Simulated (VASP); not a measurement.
Here is a VASP 6.6.1 calculation.

File INCAR:

```
PREC = Accurate
ENCUT = 520
EDIFF = 1E-8
ISMEAR = -1
SIGMA = 0.15
LREAL = False
LASPH = True
NELM = 100
ALGO = Normal
ISIF = 2
LWAVE = False
LCHARG = True
GGA = PS
IBRION = 8
NSW = 1
```

The input KPOINTS:

```
Automatic mesh
0
Gamma
  12 12 12
```

POSCAR

```
BiTe
1.0
    0.0000000000      3.2217742655      3.2217742655
    3.2217742655      0.0000000000      3.2217742655
    3.2217742655      3.2217742655      0.0000000000
Bi Te
1 1
Direct
    0.0000000000      0.0000000000      0.0000000000
    0.5000000000      0.5000000000      0.5000000000
```

Potentials or basis: VASP PAW PBE potentials, release 64 (Bi_d, Te).

The run is started by

```sh
$ cat potpaw_PBE.64/Bi_d/POTCAR potpaw_PBE.64/Te/POTCAR > POTCAR
$ mpirun -np 1 vasp_std > vasp.out
```

(1) What does it give for the highest phonon frequency at Γ, LO-TO splitting left out?

## Answers

(1) 91 cm⁻¹.

Caveat: the cell stands under pressure or tension, which shifts response properties.
